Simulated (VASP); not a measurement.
# WC (P-6m2) in VASP: further runs

The runs below take WC through single point, with r2SCAN.

Everything below comes from runs of VASP 6.6.1. Logs are shortened: lines on timing, memory, paths and dates and some standing lists are left out, and cuts for length are marked.

## 1. The cell of the first run

It takes space group P-6m2 (No. 187, hexagonal). The conventional cell has a = 2.912 Å, b = 2.912 Å, c = 2.836 Å, α = 90.00°, β = 90.00°, γ = 120.00°. Within 3.0 Å of W (site symmetry -6m2) lie 6 C at 2.20 Å and 8 W at 2.84 to 2.91 Å. C (site symmetry -6m2) has 6 W at 2.20 Å and 8 C at 2.84 to 2.91 Å within 3.0 Å.

## 2. Single point, r2SCAN

POSCAR reads:

```
WC
1.0
    2.9120947902      0.0000000000      0.0000000000
   -1.4560473951      2.5219480665      0.0000000000
    0.0000000000      0.0000000000      2.8361999549
W C
1 1
Direct
    0.0000000000      0.0000000000      0.0000000000
    0.6666666667      0.3333333333      0.5000000000
```

INCAR.step1 reads:

```
SYSTEM = WC
  ALGO = Normal
  EDIFF = 1E-4
  ENCUT = 520
  GGA = PE
  ISMEAR = 0
  LASPH = .True.
  LCHARG = .False.
  LREAL = .False.
  LWAVE = .True.
  NBANDS = 16
  NELM = 80
  PREC = Accurate
  SIGMA = 0.1
```

INCAR.step2 reads:

```
SYSTEM = WC
  ALGO = Normal
  EDIFF = 1E-6
  ENCUT = 520
  ISIF = 2
  ISMEAR = 0
  ISTART = 1
  LASPH = .True.
  LCHARG = .False.
  LMIXTAU = .True.
  LREAL = .False.
  LWAVE = .False.
  METAGGA = R2SCAN
  NBANDS = 16
  NELM = 80
  PREC = Accurate
  SIGMA = 0.1
```

KPOINTS reads:

```
k-points
0
Gamma
  18 18 14
  0 0 0
```

Potentials or basis: VASP PAW PBE potentials, release 64 (W_sv, C).

On the command line:

```bash
$ cat potpaw_PBE.64/W_sv/POTCAR potpaw_PBE.64/C/POTCAR > POTCAR
$ cp INCAR.step1 INCAR
$ mpirun -np 1 vasp_std > vasp.out
$ cp INCAR.step2 INCAR
$ mpirun -np 1 vasp_std > vasp.out
```

OUTCAR:

```text
SYSTEM = WC
   EDIFF = 1E-6
   ENCUT = 520
   ISIF = 2
   ISMEAR = 0
   ISTART = 1
   LASPH = .True.
   LREAL = .False.
   METAGGA = R2SCAN
   NELM = 80
   PREC = Accurate

 ion  position               nearest neighbor table
   1  0.000  0.000  0.000-   2 2.20   2 2.20   2 2.20   2 2.20   2 2.20   2 2.20
   2  0.667  0.333  0.500-   1 2.20   1 2.20   1 2.20   1 2.20   1 2.20   1 2.20

  LATTYP: Found a hexagonal cell.
 ALAT       =     2.9120947902
 C/A-ratio  =     0.9739380615

  Lattice vectors:

 A1 = (   2.9120947902,   0.0000000000,   0.0000000000)
 A2 = (  -1.4560473951,   2.5219480665,   0.0000000000)
 A3 = (   0.0000000000,   0.0000000000,   2.8361999549)

Analysis of symmetry for initial positions (statically):
=====================================================================
 Subroutine PRICEL returns:
 Original cell was already a primitive cell.

 Routine SETGRP: Setting up the symmetry group for a
 hexagonal supercell.

 Subroutine GETGRP returns: Found 12 space group operations
 (whereof 12 operations were pure point group operations)
 out of a pool of 24 trial point group operations.

The static configuration has the point symmetry D_3h.

Analysis of symmetry for dynamics (positions and initial velocities):
=====================================================================
 Subroutine PRICEL returns:
 Original cell was already a primitive cell.

 Routine SETGRP: Setting up the symmetry group for a
 hexagonal supercell.

 Subroutine GETGRP returns: Found 12 space group operations
 (whereof 12 operations were pure point group operations)
 out of a pool of 24 trial point group operations.

The dynamic configuration has the point symmetry D_3h.

 Subroutine INISYM returns: Found 12 space group operations
 (whereof 12 operations are pure point group operations),
 and found     1 'primitive' translations

----------------------------------------------------------------------------------------

                                     Primitive cell

  volume of cell :      20.8295

  direct lattice vectors                    reciprocal lattice vectors
     2.912094790  0.000000000  0.000000000     0.343395415  0.198259435  0.000000000
    -1.456047395  2.521948066  0.000000000     0.000000000  0.396518871  0.000000000
     0.000000000  0.000000000  2.836199955     0.000000000  0.000000000  0.352584450

[... 75 lines left out ...]
   ISTART =      1    job   : 0-new  1-cont  2-samecut
   ICHARG =      0    charge: 1-file 2-atom 10-const
   ISPIN  =      1    spin polarized calculation?
   LNONCOLLINEAR =      F non collinear calculations
   LSORBIT =      F    spin-orbit coupling
   LASPH  =      T    aspherical Exc in radial PAW
   ENCUT  =  520.0 eV  38.22 Ry    6.18 a.u.   5.41  5.41  5.27*2*pi/ulx,y,z
   NELM   =     80;   NELMIN=  2; NELMDL=  0     # of ELM steps
   EDIFF  = 0.1E-05   stopping-criterion for ELM
   LREAL  =      F    real-space projection
   EDIFFG = 0.1E-04   stopping-criterion for IOM
   NSW    =      0    number of steps for IOM
   IBRION =     -1    ionic relax: 0-MD 1-quasi-New 2-CG
   NFREE  =      0    steps in history (QN), initial steepest desc. (CG)
   ISIF   =      2    stress and relaxation
   ISYM   =      2    0-nonsym 1-usesym 2-fastsym
   POTIM  = 0.5000    time-step for ionic-motion
   TEBEG  =    0.0;   TEEND  =   0.0 temperature during run
   PSTRESS=    0.0 pullay stress
   NELECT =      18.0000    total number of electrons
   NUPDOWN=      -1.0000    fix difference up-down
   EMIN   =  10.00;   EMAX   =-10.00  energy-range for DOS
   EFERMI =   0.00;   METHOD = LEGACY
   ISMEAR =     0;   SIGMA  =   0.10  broadening in eV -4-tet -1-fermi 0-gaus
   EFERMI_NEDOS =   21; number of points for ismear=-14 and -15
   IALGO  =     38    algorithm
   IMIX   =      4    mixing-type and parameters
     AMIX     =   0.40;   BMIX     =  1.00
     AMIX_MAG =   1.60;   BMIX_MAG =  1.00
  volume/ion in A,a.u.               =      10.41        70.28
  Fermi-wavevector in a.u.,A,eV,Ry     =   1.559335  2.946716 33.082926  2.431526
  Thomas-Fermi vector in A             =   2.662709
   LORBIT       =      0    0 simple, 1 ext, 2 COOP (PROOUT), +10 PAW based schemes
   METAGGA = R2SCAN    functional components
   LHFCALC =     F    Hartree Fock is set to
   AEXX    =    0.0000 exact exchange contribution
   IVDW    =     0    specifies the selected vdW correction
   LEPSILON=     F    determine dielectric tensor
   LRPA    =     F    only Hartree local field effects (RPA)
 non-spin polarized calculation
 Gauss-broadening in eV      SIGMA  =   0.10
  energy-cutoff  :      520.00
  volume of cell :       20.83
 maximum number of plane-waves:       581
 NGX is ok and might be reduce to    24
   NGX = 11   NGY = 11   NGZ = 11

 number of electron      18.0000001 magnetization

 Free energy of the ion-electron system (eV)
  ---------------------------------------------------
  ext. energy  EPLUGINS =         0.00000000
  ---------------------------------------------------
  free energy    TOTEN  =       -61.61319986 eV

  energy without entropy =      -61.61178042  energy(sigma->0) =      -61.61249014

 E-fermi :  10.8952     XC(G=0): -14.9460

 val. band max:       10.8766348340   @ k =   0.0556   0.0000   0.2857
 cond. band min:      10.9051345275   @ k =   0.0556   0.0000   0.2143
 fundamental gap:      0.0284996936
 Fermi energy:        10.8951694490

 k-point     1 :       0.0000    0.0000    0.0000
  band No.  band energies     occupation
      1     -65.0431      2.00000
      2     -28.3454      2.00000
      3     -28.2470      2.00000
      4     -28.2470      2.00000
      5      -4.3025      2.00000
      6       6.4432      2.00000
[... 433 lines left out ...]
      3     -28.5022      2.00000
      4     -28.2294      2.00000
      5      -0.8815      2.00000
      6       3.7646      2.00000
[... 8 lines left out ...]
     15      25.5479      0.00000
     16      29.3930      0.00000

 [... further k-points ...]
[... 5 lines left out ...]
  --------------------------------------------------------------------------------------
  -------------------------------------------------------------------------------------
  Total        0.2314314      0.2314314      0.2731927      0.0000000     -0.0000000      0.0000000
  in kB       17.8014107     17.8014107     21.0136331      0.0000000     -0.0000000      0.0000000
  external PRESSURE =      18.8721515 kB  Pullay stress =       0.0000000 kB

 VOLUME and BASIS-vectors are now :
 -----------------------------------------------------------------------------
  energy-cutoff  :      520.00
  volume of cell :       20.83
      direct lattice vectors                 reciprocal lattice vectors
     2.912094790  0.000000000  0.000000000     0.343395415  0.198259435  0.000000000
    -1.456047395  2.521948066  0.000000000     0.000000000  0.396518871  0.000000000
     0.000000000  0.000000000  2.836199955     0.000000000  0.000000000  0.352584450

 POSITION                                       TOTAL-FORCE (eV/Angst)
 -----------------------------------------------------------------------------------
      0.00000      0.00000      0.00000         0.000000      0.000000      0.000000
      1.45605      0.84065      1.41810        -0.000000      0.000000      0.000000
 -----------------------------------------------------------------------------------
    total drift:                               -0.000000      0.000000      0.000000

  FREE ENERGIE OF THE ION-ELECTRON SYSTEM (eV)
  ---------------------------------------------------
  free  energy   TOTEN  =       -61.6131998649 eV

  energy  without entropy=      -61.6117804208  energy(sigma->0) =      -61.61249014
```

OUTCAR.step1:

```text
SYSTEM = WC
   EDIFF = 1E-4
   ENCUT = 520
   GGA = PE
   ISMEAR = 0
   LASPH = .True.
   LREAL = .False.
[... 678 lines left out ...]
      0.00000      0.00000      0.00000         0.000000      0.000000      0.000000
      1.45605      0.84065      1.41810        -0.000000      0.000000      0.000000
 -----------------------------------------------------------------------------------
    total drift:                               -0.000000      0.000000      0.000000

  FREE ENERGIE OF THE ION-ELECTRON SYSTEM (eV)
  ---------------------------------------------------
  free  energy   TOTEN  =       -22.4454448514 eV

  energy  without entropy=      -22.4440870669  energy(sigma->0) =      -22.44476596
```

OSZICAR.step1:

```text
N       E                     dE             d eps       ncg     rms          rms(c)
DAV:   1     0.110484758715E+03    0.11048E+03   -0.94062E+03  9488   0.125E+03
DAV:   2    -0.222727453710E+02   -0.13276E+03   -0.12819E+03 11272   0.338E+02
DAV:   3    -0.255048003339E+02   -0.32321E+01   -0.32203E+01 10456   0.501E+01
DAV:   4    -0.255219510133E+02   -0.17151E-01   -0.17150E-01 12296   0.410E+00
DAV:   5    -0.255220771873E+02   -0.12617E-03   -0.12617E-03 10480   0.334E-01    0.322E+01
DAV:   6    -0.225288933726E+02    0.29932E+01   -0.57891E+00 11520   0.258E+01    0.845E+00
DAV:   7    -0.224734465622E+02    0.55447E-01   -0.42525E-01  9880   0.502E+00    0.619E+00
DAV:   8    -0.224466816565E+02    0.26765E-01   -0.63329E-02 10728   0.216E+00    0.107E+00
DAV:   9    -0.224455059400E+02    0.11757E-02   -0.30281E-03 10416   0.429E-01    0.121E-01
DAV:  10    -0.224454448514E+02    0.61089E-04   -0.30007E-04 11208   0.194E-01
   1 F= -.22445445E+02 E0= -.22444766E+02  d E =-.135778E-02
```

It took 85 s on 1 thread of Intel Xeon 6975P-C (Granite Rapids), shared host; peak memory 0.22 GiB.

What came out:

```yaml
Free_energy: -61.6132 eV
Pressure: 1.9 GPa
Band_gap_on_the_k_mesh: zero (bands 9 and 10 overlap by 1.32 eV)
```

Levels at points of the mesh, in eV from the Fermi level:
| k point | band 7 | band 8 | band 9 | band 10 | band 11 | band 12 |
| --- | --- | --- | --- | --- | --- | --- |
| (0.00, 0.00, 0.00) | -3.47 | -3.47 | 0.14 | 3.42 | 3.42 | 5.97 |
| (0.50, 0.00, 0.00) | -3.71 | -3.66 | -0.50 | 2.51 | 4.72 | 5.09 |
| (0.00, 0.00, 0.50) | -2.09 | -2.09 | -0.55 | -0.55 | 3.86 | 4.84 |
| (0.50, 0.00, 0.50) | -4.47 | -4.34 | 0.23 | 4.59 | 5.49 | 6.96 |

Caveat: the PAW data sets were made with another functional, which shifts forces and pressure a little; spin-orbit coupling is left out, which moves the levels of the heavy elements.

## 3. Single point, r2SCAN

POSCAR is that of step 2.

INCAR.step1 reads:

```
  PREC = Accurate
  ENCUT = 520
  ISMEAR = 0
  SIGMA = 0.15
  LREAL = F
  LASPH = T
  NELM = 60
  NBANDS = 16
  GGA = PE
  ALGO = Normal
  EDIFF = 1E-4
  LWAVE = T
  LCHARG = F
```

INCAR.step2 reads:

```
  PREC = Accurate
  ENCUT = 520
  EDIFF = 1E-6
  ISMEAR = 0
  SIGMA = 0.15
  LREAL = F
  LASPH = T
  NELM = 60
  ALGO = Normal
  ISIF = 2
  LWAVE = F
  LCHARG = F
  METAGGA = R2SCAN
  LMIXTAU = T
  NBANDS = 16
  ISTART = 1
```

KPOINTS reads:

```
regular mesh
0
Gamma
  24 24 22
```

Potentials or basis: VASP PAW PBE potentials, release 64 (W_sv, C).

On the command line:

```bash
$ cat potpaw_PBE.64/W_sv/POTCAR potpaw_PBE.64/C/POTCAR > POTCAR
$ cp INCAR.step1 INCAR
$ mpirun -np 1 vasp_std > vasp.out
$ cp INCAR.step2 INCAR
$ mpirun -np 1 vasp_std > vasp.out
```

It took 3.4 min on 1 thread of Intel Xeon 6975P-C (Granite Rapids), shared host; peak memory 0.35 GiB.

The run converged. Its results:

```
Free energy            : -61.6140 eV
Pressure               : 1.9 GPa
Band gap on the k mesh : zero (bands 9 and 10 overlap by 1.34 eV)
```

Levels at points of the mesh, in eV from the Fermi level:
```tsv
k point	band 7	band 8	band 9	band 10	band 11	band 12
(0.00, 0.00, 0.00)	-3.49	-3.49	0.12	3.40	3.40	5.94
(0.50, 0.00, 0.00)	-3.73	-3.68	-0.52	2.49	4.70	5.07
(0.00, 0.00, 0.50)	-2.11	-2.11	-0.57	-0.57	3.83	4.82
(0.50, 0.00, 0.50)	-4.49	-4.37	0.21	4.57	5.47	6.94
```

Caveat: the PAW data sets were made with another functional, which shifts forces and pressure a little; spin-orbit coupling is left out, which moves the levels of the heavy elements.

## 4. Single point, r2SCAN

POSCAR is that of step 3.

INCAR.step1 reads:

```
SYSTEM = WC
PREC     = Accurate       ! precision mode
ENCUT    = 520            ! plane-wave cutoff, eV
ISMEAR   = 0              ! smearing method
SIGMA    = 0.15           ! smearing width, eV
LREAL    = .False.        ! projectors in reciprocal space
LASPH    = .True.         ! aspherical terms in the spheres
NELM     = 60             ! most SCF steps
NBANDS   = 16             ! bands
GGA      = PE             ! functional
ALGO     = Normal         ! electronic algorithm
EDIFF    = 1E-4           ! SCF threshold, eV
LWAVE    = .True.         ! write WAVECAR
LCHARG   = .False.        ! write CHGCAR
```

INCAR.step2 reads:

```
SYSTEM = WC
PREC     = Accurate       ! precision mode
ENCUT    = 520            ! plane-wave cutoff, eV
EDIFF    = 1E-6           ! SCF threshold, eV
ISMEAR   = 0              ! smearing method
SIGMA    = 0.15           ! smearing width, eV
LREAL    = .False.        ! projectors in reciprocal space
LASPH    = .True.         ! aspherical terms in the spheres
NELM     = 60             ! most SCF steps
ALGO     = Normal         ! electronic algorithm
ISIF     = 2              ! what is computed and relaxed
LWAVE    = .False.        ! write WAVECAR
LCHARG   = .False.        ! write CHGCAR
METAGGA  = R2SCAN         ! meta-GGA
LMIXTAU  = .True.       
NBANDS   = 16             ! bands
ISTART   = 1
```

KPOINTS reads:

```
Automatic mesh
0
Gamma
  24 24 24
  0 0 0
```

On the command line:

```bash
$ cat potpaw_PBE.64/W_sv/POTCAR potpaw_PBE.64/C/POTCAR > POTCAR
$ cp INCAR.step1 INCAR
$ mpirun -np 1 vasp_std > vasp.out
$ cp INCAR.step2 INCAR
$ mpirun -np 1 vasp_std > vasp.out
```

It took 3.8 min on 1 thread of Intel Xeon 6975P-C (Granite Rapids), shared host; peak memory 0.36 GiB.

It converged, with:

```
Free energy            : -61.6140 eV
Pressure               : 1.9 GPa
Band gap on the k mesh : zero (bands 9 and 10 overlap by 1.34 eV)
```

Levels at points of the mesh, in eV from the Fermi level:
```tsv
k point	band 5	band 6	band 7	band 8	band 9	band 10	band 11	band 12	band 13	band 14
(0.00, 0.00, 0.00)	-15.22	-4.47	-3.49	-3.49	0.12	3.40	3.40	5.95	5.95	6.76
(0.50, 0.00, 0.00)	-11.82	-7.32	-3.73	-3.68	-0.52	2.49	4.71	5.07	7.27	10.14
(0.00, 0.00, 0.50)	-11.12	-8.99	-2.11	-2.11	-0.57	-0.57	3.84	4.82	4.82	10.55
(0.50, 0.00, 0.50)	-12.00	-6.71	-4.49	-4.36	0.21	4.57	5.47	6.94	9.63	10.70
```

Caveat: the PAW data sets were made with another functional, which shifts forces and pressure a little; spin-orbit coupling is left out, which moves the levels of the heavy elements.

## 5. Overview

| k mesh | smearing | gap on the mesh (eV) | pressure (GPa) |
| --- | --- | --- | --- |
| 18 × 18 × 14 | gaussian 0.1 eV | none | 1.9 |
| 24 × 24 × 22 | gaussian 0.15 eV | none | 1.9 |
| 24 × 24 × 24 | gaussian 0.15 eV | none | 1.9 |

Alike in all rows: task single point; level r2SCAN; potentials or basis VASP PAW PBE potentials, release 64 (W_sv, C); no spin polarisation; cell as given; cutoff (eV) 520.

Caveats: the PAW data sets were made with another functional, which shifts forces and pressure a little; spin-orbit coupling is left out, which moves the levels of the heavy elements.

Total energies depend on the potentials used, so only differences within one code and one set of settings carry meaning.

The gap in the log of VASP goes by the Fermi energy; the results here count the filled bands.